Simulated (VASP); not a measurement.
Here is a VASP 6.6.1 calculation.

File POSCAR:

```
Fe
1.0
    0.0000000000      2.4047683956      2.4047683956
    2.4047683956      0.0000000000      2.4047683956
    2.4047683956      2.4047683956      0.0000000000
Fe
2
Direct
    0.0000000000      0.0000000000      0.0000000000
    0.2500000000      0.2500000000      0.2500000000
```

INCAR.step1

```
PREC = Accurate
ENCUT = 520
ISMEAR = 0
SIGMA = 0.1
LREAL = False
LASPH = True
NELM = 150
ISPIN = 2
MAGMOM = 0.46 0.46
LMAXMIX = 4
NBANDS = 19
GGA = PE
ALGO = Normal
EDIFF = 1E-4
LWAVE = True
LCHARG = False
```

INCAR.step2

```
PREC = Accurate
ENCUT = 520
EDIFF = 1E-6
ISMEAR = 0
SIGMA = 0.1
LREAL = False
LASPH = True
NELM = 150
ALGO = Normal
ISIF = 2
LWAVE = False
LCHARG = False
ISPIN = 2
MAGMOM = 0.46 0.46
LORBIT = 11
LMAXMIX = 4
METAGGA = R2SCAN
LMIXTAU = True
NBANDS = 19
ISTART = 1
```

The input KPOINTS:

```
regular mesh
0
Gamma
  20 20 20
```

Potentials or basis: VASP PAW PBE potentials, release 64 (Fe).

Launch:

```bash
$ cat potpaw_PBE.64/Fe/POTCAR > POTCAR
$ cp INCAR.step1 INCAR
$ mpirun -np 1 vasp_std > vasp.out
$ cp INCAR.step2 INCAR
$ mpirun -np 1 vasp_std > vasp.out
```

Q: Estimate the band gap on the k mesh.

A: Zero (filled and empty bands overlap).

Q: Predict the net moment.

A: 0.00 μB per cell.

Q: What does it give for the pressure?

A: -0.9 GPa.

Caveat: the PAW data sets were made with another functional, which shifts forces and pressure a little.
